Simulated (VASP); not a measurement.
# CdS (P3m1) in VASP: single point with LDA

Aim: the single point of CdS with LDA.

Everything below comes from runs of VASP 6.6.1. Logs are shortened: lines on timing, memory, paths and dates and some standing lists are left out, and cuts for length are marked.

**1. The cell of the first run**

Symmetry: P3m1, No. 156, trigonal system. The conventional cell has a = 4.261 Å, b = 4.261 Å, c = 5.804 Å, α = 90.00°, β = 90.00°, γ = 120.00°. Cd (site symmetry 3m) has 3 S at 2.46 Å within 3.2 Å. S (site symmetry 3m) has 3 Cd at 2.46 Å within 3.2 Å.

**2. Single point, LDA**

INCAR

```
SYSTEM = CdS
PREC = Accurate
ENCUT = 520
EDIFF = 1E-6
ISMEAR = 0
SIGMA = 0.1
LREAL = .FALSE.
LASPH = .TRUE.
NELM = 100
ALGO = Normal
ISIF = 2
LWAVE = .FALSE.
LCHARG = .FALSE.
NBANDS = 16
```

KPOINTS

```
Automatic mesh
0
G
  6 6 4
  0 0 0
```

POSCAR

```
CdS
1.0
    4.2611695877      0.0000000000      0.0000000000
   -2.1305847939      3.6902811128      0.0000000000
    0.0000000000      0.0000000000      5.8041729400
Cd S
1 1
Direct
    0.0000000000      0.0000000000      0.4426919200
    0.6666666700      0.3333333300      0.4343080800
```

Potentials or basis: VASP PAW LDA potentials, release 64 (Cd, S).

Run with:

```bash
$ cat potpaw_LDA.64/Cd/POTCAR potpaw_LDA.64/S/POTCAR > POTCAR
$ mpirun -np 1 vasp_std > vasp.out
```

OUTCAR:

```text
SYSTEM = CdS
   PREC = Accurate
   ENCUT = 520
   EDIFF = 1E-6
   ISMEAR = 0
   LREAL = .FALSE.
   LASPH = .TRUE.
   NELM = 100
   ISIF = 2

 ion  position               nearest neighbor table
   1  0.000  0.000  0.443-   2 2.46   2 2.46   2 2.46
   2  0.667  0.333  0.434-   1 2.46   1 2.46   1 2.46

  LATTYP: Found a hexagonal cell.
 ALAT       =     4.2611695877
 C/A-ratio  =     1.3621079426

  Lattice vectors:

 A1 = (   4.2611695877,   0.0000000000,   0.0000000000)
 A2 = (  -2.1305847939,   3.6902811128,   0.0000000000)
 A3 = (   0.0000000000,   0.0000000000,   5.8041729400)

Analysis of symmetry for initial positions (statically):
=====================================================================
 Subroutine PRICEL returns:
 Original cell was already a primitive cell.

 Routine SETGRP: Setting up the symmetry group for a
 hexagonal supercell.

 Subroutine GETGRP returns: Found  6 space group operations
 (whereof  6 operations were pure point group operations)
 out of a pool of 24 trial point group operations.

The static configuration has the point symmetry C_3v.

Analysis of symmetry for dynamics (positions and initial velocities):
=====================================================================
 Subroutine PRICEL returns:
 Original cell was already a primitive cell.

 Routine SETGRP: Setting up the symmetry group for a
 hexagonal supercell.

 Subroutine GETGRP returns: Found  6 space group operations
 (whereof  6 operations were pure point group operations)
 out of a pool of 24 trial point group operations.

The dynamic configuration has the point symmetry C_3v.

 Subroutine INISYM returns: Found  6 space group operations
 (whereof  6 operations are pure point group operations),
 and found     1 'primitive' translations

----------------------------------------------------------------------------------------

                                     Primitive cell

  volume of cell :      91.2701

  direct lattice vectors                    reciprocal lattice vectors
     4.261169588  0.000000000  0.000000000     0.234677353  0.135491033  0.000000000
    -2.130584794  3.690281113  0.000000000     0.000000000  0.270982066  0.000000000
     0.000000000  0.000000000  5.804172940     0.000000000  0.000000000  0.172289835

  length of vectors
     4.261169588  4.261169588  5.804172940     0.270982066  0.270982066  0.172289835

  position of ions in fractional coordinates (direct lattice)
     0.000000000  0.000000000  0.442691920
     0.666666670  0.333333330  0.434308080

  ion indices of the primitive-cell ions
   primitive index   ion index
                 1           1
                 2           2

----------------------------------------------------------------------------------------

 KPOINTS: Automatic mesh

Automatic generation of k-mesh.
 Grid dimensions read from file:
 generate k-points for:    6    6    4

 Generating k-lattice:

  Cartesian coordinates                     Fractional coordinates (reciprocal lattice)
     0.039112892  0.022581839  0.000000000     0.166666667 -0.000000000  0.000000000
     0.000000000  0.045163678  0.000000000     0.000000000  0.166666667  0.000000000
     0.000000000  0.000000000  0.043072459     0.000000000  0.000000000  0.250000000

  Length of vectors
     0.045163678  0.045163678  0.043072459

  Shift w.r.t. Gamma in fractional coordinates (k-lattice)
     0.000000000  0.000000000  0.000000000

 Subroutine IBZKPT returns following result:
 ===========================================

 Found     24 irreducible k-points:

 Following reciprocal coordinates:
            Coordinates               Weight
  0.000000  0.000000  0.000000      1.000000
  0.166667  0.000000  0.000000      6.000000
  0.333333  0.000000  0.000000      6.000000
  0.500000 -0.000000  0.000000      3.000000
  0.166667  0.166667  0.000000      6.000000
  0.333333  0.166667  0.000000     12.000000
[... 16 lines left out ...]
  0.333333  0.166667  0.500000     12.000000
  0.333333  0.333333  0.500000      2.000000
   k-points           NKPTS =     24   k-points in BZ     NKDIM =     24   number of bands    NBANDS=     16
   number of dos      NEDOS =    301   number of ions     NIONS =      2
   total plane-waves  NPLWV =  49152
   dimension x,y,z NGX =    32 NGY =   32 NGZ =   48
   dimension x,y,z NGXF=    64 NGYF=   64 NGZF=   96
   ions per type =               1   1
   NGX,Y,Z   is equivalent  to a cutoff of  12.48, 12.48, 13.75 a.u.
   NGXF,Y,Z  is equivalent  to a cutoff of  24.97, 24.97, 27.50 a.u.
 SYSTEM =  CdS
   PREC   = accura    normal or accurate (medium, high low for compatibility)
   ISTART =      0    job   : 0-new  1-cont  2-samecut
   ICHARG =      2    charge: 1-file 2-atom 10-const
   ISPIN  =      1    spin polarized calculation?
   LNONCOLLINEAR =      F non collinear calculations
   LSORBIT =      F    spin-orbit coupling
   LASPH  =      T    aspherical Exc in radial PAW
   ENCUT  =  520.0 eV  38.22 Ry    6.18 a.u.   7.92  7.92 10.79*2*pi/ulx,y,z
   NELM   =    100;   NELMIN=  2; NELMDL= -5     # of ELM steps
   EDIFF  = 0.1E-05   stopping-criterion for ELM
   LREAL  =      F    real-space projection
   EDIFFG = 0.1E-04   stopping-criterion for IOM
   NSW    =      0    number of steps for IOM
   IBRION =     -1    ionic relax: 0-MD 1-quasi-New 2-CG
   NFREE  =      0    steps in history (QN), initial steepest desc. (CG)
   ISIF   =      2    stress and relaxation
   ISYM   =      2    0-nonsym 1-usesym 2-fastsym
   POTIM  = 0.5000    time-step for ionic-motion
   TEBEG  =    0.0;   TEEND  =   0.0 temperature during run
   PSTRESS=    0.0 pullay stress
   NELECT =      18.0000    total number of electrons
   NUPDOWN=      -1.0000    fix difference up-down
   EMIN   =  10.00;   EMAX   =-10.00  energy-range for DOS
   EFERMI =   0.00;   METHOD = LEGACY
   ISMEAR =     0;   SIGMA  =   0.10  broadening in eV -4-tet -1-fermi 0-gaus
   EFERMI_NEDOS =   21; number of points for ismear=-14 and -15
   IALGO  =     38    algorithm
   IMIX   =      4    mixing-type and parameters
     AMIX     =   0.40;   BMIX     =  1.00
     AMIX_MAG =   1.60;   BMIX_MAG =  1.00
  volume/ion in A,a.u.               =      45.64       307.96
  Fermi-wavevector in a.u.,A,eV,Ry     =   0.952919  1.800756 12.354841  0.908055
  Thomas-Fermi vector in A             =   2.081527
   LORBIT       =      0    0 simple, 1 ext, 2 COOP (PROOUT), +10 PAW based schemes
   GGA     = CA    functional components
   LHFCALC =     F    Hartree Fock is set to
   AEXX    =    0.0000 exact exchange contribution
   IVDW    =     0    specifies the selected vdW correction
   LEPSILON=     F    determine dielectric tensor
   LRPA    =     F    only Hartree local field effects (RPA)
 non-spin polarized calculation
 Gauss-broadening in eV      SIGMA  =   0.10
  energy-cutoff  :      520.00
  volume of cell :       91.27
 maximum number of plane-waves:      2490
   NGX = 15   NGY = 15   NGZ = 21

 number of electron      18.0000002 magnetization

 Free energy of the ion-electron system (eV)
  ---------------------------------------------------
  ext. energy  EPLUGINS =         0.00000000
  ---------------------------------------------------
  free energy    TOTEN  =        -6.59660867 eV

  energy without entropy =       -6.59660867  energy(sigma->0) =       -6.59660867

 E-fermi :  -1.8752     XC(G=0):  -6.5384

 val. band max:       -2.3614666400   @ k =   0.3333   0.3333   0.0000
 cond. band min:      -1.0877180947   @ k =   0.0000   0.0000   0.0000
 fundamental gap:      1.2737485453
 Fermi energy:        -1.8752403379

 k-point     1 :       0.0000    0.0000    0.0000
  band No.  band energies     occupation
      1     -13.9363      2.00000
      2     -10.0486      2.00000
      3     -10.0486      2.00000
      4      -9.5160      2.00000
      5      -9.5160      2.00000
      6      -9.2978      2.00000
[... 8 lines left out ...]
     15       8.3480      0.00000
     16       9.3301      0.00000

 k-point     2 :       0.1667    0.0000    0.0000
  band No.  band energies     occupation
      1     -13.8503      2.00000
      2     -10.0068      2.00000
      3      -9.9796      2.00000
      4      -9.5443      2.00000
      5      -9.5200      2.00000
      6      -9.2717      2.00000
[... 8 lines left out ...]
     15       9.0428      0.00000
     16       9.1697      0.00000

 k-point     3 :       0.3333    0.0000    0.0000
  band No.  band energies     occupation
      1     -13.6767      2.00000
      2      -9.8583      2.00000
      3      -9.8320      2.00000
      4      -9.5984      2.00000
      5      -9.5280      2.00000
      6      -9.2033      2.00000
[... 8 lines left out ...]
     15       7.6568      0.00000
     16       8.0922      0.00000

 k-point     4 :       0.5000   -0.0000    0.0000
  band No.  band energies     occupation
      1     -13.5897      2.00000
      2      -9.7525      2.00000
      3      -9.7416      2.00000
      4      -9.6240      2.00000
      5      -9.5319      2.00000
      6      -9.1419      2.00000
[... 8 lines left out ...]
     15       7.7259      0.00000
     16       8.2415      0.00000

 k-point     5 :       0.1667    0.1667    0.0000
  band No.  band energies     occupation
      1     -13.7203      2.00000
      2      -9.9408      2.00000
      3      -9.8409      2.00000
      4      -9.5815      2.00000
      5      -9.5298      2.00000
      6      -9.2171      2.00000
[... 8 lines left out ...]
     15       7.5712      0.00000
     16       8.5531      0.00000

 k-point     6 :       0.3333    0.1667    0.0000
  band No.  band energies     occupation
      1     -13.5900      2.00000
      2      -9.8230      2.00000
      3      -9.7197      2.00000
      4      -9.6146      2.00000
      5      -9.5419      2.00000
      6      -9.0903      2.00000
[... 8 lines left out ...]
     15       6.6329      0.00000
     16       7.9674      0.00000

 k-point     7 :       0.3333    0.3333    0.0000
  band No.  band energies     occupation
      1     -13.5470      2.00000
      2      -9.7762      2.00000
      3      -9.7288      2.00000
      4      -9.6150      2.00000
      5      -9.5566      2.00000
      6      -8.9630      2.00000
[... 8 lines left out ...]
     15       6.8611      0.00000
     16       6.9110      0.00000

 k-point     8 :       0.0000    0.0000    0.2500
  band No.  band energies     occupation
      1     -13.9345      2.00000
      2     -10.0485      2.00000
      3     -10.0485      2.00000
      4      -9.5163      2.00000
      5      -9.5163      2.00000
      6      -9.2929      2.00000
[... 8 lines left out ...]
     15       8.4686      0.00000
     16       9.0678      0.00000

 k-point     9 :       0.1667    0.0000    0.2500
  band No.  band energies     occupation
      1     -13.8486      2.00000
      2     -10.0067      2.00000
      3      -9.9796      2.00000
      4      -9.5448      2.00000
      5      -9.5203      2.00000
      6      -9.2673      2.00000
[... 8 lines left out ...]
     15       8.4655      0.00000
     16       8.6685      0.00000
[... 172 lines left out ...]
 k-point    19 :       0.1667    0.0000    0.5000
  band No.  band energies     occupation
      1     -13.8470      2.00000
      2     -10.0065      2.00000
      3      -9.9795      2.00000
      4      -9.5454      2.00000
      5      -9.5206      2.00000
      6      -9.2628      2.00000
[... 8 lines left out ...]
     15       7.1040      0.00000
     16       8.4025      0.00000

 k-point    20 :       0.3333    0.0000    0.5000
  band No.  band energies     occupation
      1     -13.6739      2.00000
      2      -9.8575      2.00000
      3      -9.8319      2.00000
      4      -9.6003      2.00000
      5      -9.5287      2.00000
      6      -9.1979      2.00000
[... 8 lines left out ...]
     15       7.7428      0.00000
     16       7.8339      0.00000

 k-point    21 :       0.5000   -0.0000    0.5000
  band No.  band energies     occupation
      1     -13.5873      2.00000
      2      -9.7525      2.00000
      3      -9.7397      2.00000
      4      -9.6263      2.00000
      5      -9.5327      2.00000
      6      -9.1405      2.00000
[... 8 lines left out ...]
     15       8.0051      0.00000
     16       8.4505      0.00000

 k-point    22 :       0.1667    0.1667    0.5000
  band No.  band energies     occupation
      1     -13.7173      2.00000
      2      -9.9405      2.00000
      3      -9.8406      2.00000
      4      -9.5832      2.00000
      5      -9.5305      2.00000
      6      -9.2104      2.00000
[... 8 lines left out ...]
     15       6.9734      0.00000
     16       7.6272      0.00000

 k-point    23 :       0.3333    0.1667    0.5000
  band No.  band energies     occupation
      1     -13.5875      2.00000
      2      -9.8222      2.00000
      3      -9.7189      2.00000
      4      -9.6167      2.00000
      5      -9.5428      2.00000
      6      -9.0879      2.00000
[... 8 lines left out ...]
     15       7.8119      0.00000
     16       8.0901      0.00000

 k-point    24 :       0.3333    0.3333    0.5000
  band No.  band energies     occupation
      1     -13.5447      2.00000
      2      -9.7745      2.00000
      3      -9.7287      2.00000
      4      -9.6169      2.00000
      5      -9.5579      2.00000
      6      -8.9622      2.00000
[... 8 lines left out ...]
     15       6.9070      0.00000
     16       8.4389      0.00000

------------------------ aborting loop because EDIFF is reached ----------------------------------------

  FORCE on cell =-STRESS in cart. coord.  units (eV):
  Direction    XX          YY          ZZ          XY          YZ          ZX
  --------------------------------------------------------------------------------------
  -------------------------------------------------------------------------------------
  Total       -1.9060895     -1.9060895     -0.0613373      0.0000000      0.0000000      0.0000000
  in kB      -33.4599473    -33.4599473     -1.0767295      0.0000000      0.0000000      0.0000000
  external PRESSURE =     -22.6655414 kB  Pullay stress =       0.0000000 kB

 VOLUME and BASIS-vectors are now :
 -----------------------------------------------------------------------------
  energy-cutoff  :      520.00
  volume of cell :       91.27
      direct lattice vectors                 reciprocal lattice vectors
     4.261169588  0.000000000  0.000000000     0.234677353  0.135491033  0.000000000
    -2.130584794  3.690281113  0.000000000     0.000000000  0.270982066  0.000000000
     0.000000000  0.000000000  5.804172940     0.000000000  0.000000000  0.172289835

 POSITION                                       TOTAL-FORCE (eV/Angst)
 -----------------------------------------------------------------------------------
      0.00000      0.00000      2.56946        -0.000000     -0.000000     -0.023161
      2.13058      1.23009      2.52080         0.000000      0.000000      0.023161
 -----------------------------------------------------------------------------------
    total drift:                               -0.000009      0.000006      0.000025

  FREE ENERGIE OF THE ION-ELECTRON SYSTEM (eV)
  ---------------------------------------------------
  free  energy   TOTEN  =        -6.5966086674 eV

  energy  without entropy=       -6.5966086674  energy(sigma->0) =       -6.59660867
```

It took 24 s on 1 thread of Intel Xeon 6975P-C (Granite Rapids), shared host; peak memory 0.19 GiB.

Results:

- Free energy: -6.5966 eV
- Pressure: -2.3 GPa
- Largest force: 0.023 eV/Å
- Band gap on the k mesh: 1.27 eV, indirect (least direct gap 1.29 eV)

Forces in eV/Å, atoms in the order of the input:
```
Cd   0.000  0.000 -0.023
S    0.000  0.000  0.023
```

Levels at points of the mesh, in eV from the valence-band top:
| k point | band 6 | band 7 | band 8 | band 9 | band 10 | band 11 | band 12 | band 13 |
| --- | --- | --- | --- | --- | --- | --- | --- | --- |
| (0.00, 0.00, 0.00) | -6.94 | -1.05 | -0.02 | -0.02 | 1.27 | 5.48 | 6.78 | 6.78 |
| (0.50, 0.00, 0.00) | -6.78 | -3.67 | -1.33 | -0.13 | 3.52 | 4.99 | 6.62 | 7.34 |
| (0.00, 0.00, 0.50) | -6.93 | -1.28 | -0.01 | -0.01 | 1.55 | 4.95 | 6.83 | 6.83 |
| (0.50, 0.00, 0.50) | -6.78 | -3.64 | -1.32 | -0.24 | 3.68 | 4.11 | 7.63 | 7.80 |
